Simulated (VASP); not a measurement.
Wanted: the native input for a VASP 6.6.1 run.

* Task: single point
* Functional: PBE
* Potentials or basis: VASP PAW PBE potentials, release 64 (In_d, Ga_d, N)
* Cutoff: 520 eV
* k mesh: 6 × 6 × 6
* Occupations: gaussian, width 0.1 eV
* Spin: collinear spin, ferromagnetic start
* Starting moments: [0.0, 0.0, 0.0, 1.0, 1.0, 1.0] μB
* Dipole correction: no
* Further INCAR settings: ALGO = Normal; EDIFF = 1e-07; NBANDS = 40

The structure of InGa2N3 lies in POSCAR:

```
InGa2N3
1.0
    2.9452263782      1.7004272423      2.7124977188
   -2.9452263782      1.7004272423      2.7124977188
    0.0000000000     -3.4008544845      2.7124977188
In Ga N
1 2 3
Direct
    0.5000000000      0.5000000000      0.5000000000
    0.1662533438      0.1662533438      0.1662533438
    0.8337466562      0.8337466562      0.8337466562
    0.0000000000      0.5000000000      0.5000000000
    0.5000000000      0.0000000000      0.5000000000
    0.5000000000      0.5000000000      0.0000000000
```

The cell was built from a structure type or drawn by symmetry, and may not be a known phase.

The input as run:

INCAR

```
SYSTEM = InGa2N3
ALGO = Normal
EDIFF = 1E-7
ENCUT = 520
GGA = PE
ISIF = 2
ISMEAR = 0
ISPIN = 2
LASPH = .TRUE.
LCHARG = .TRUE.
LELF = .TRUE.
LORBIT = 11
LREAL = .FALSE.
LVHAR = .TRUE.
LWAVE = .FALSE.
MAGMOM = 0 0 0 1 1 1
NBANDS = 40
NELM = 150
PREC = Accurate
SIGMA = 0.1
```

KPOINTS

```
k-points
0
G
  6 6 6
  0 0 0
```

Potentials or basis: VASP PAW PBE potentials, release 64 (In_d, Ga_d, N).

The run is started by

```sh
$ cat potpaw_PBE.64/In_d/POTCAR potpaw_PBE.64/Ga_d/POTCAR potpaw_PBE.64/N/POTCAR > POTCAR
$ mpirun -np 1 vasp_std > vasp.out
```

It gave:

```
Pressure                                              : 1.8 GPa
Largest force                                         : 0.056 eV/Å
Net moment                                            : 1.84 μB per cell
Site moments                                          : In +0.02; Ga +0.01; N +0.43 μB
Valence electrons inside the program's atomic spheres : In 11.63; Ga 11.44; N 3.59
```

Run time: 4.8 min on 1 thread of AMD EPYC 7R43 64-Core Processor (Zen 3), on a shared host, peak memory 0.27 GiB.
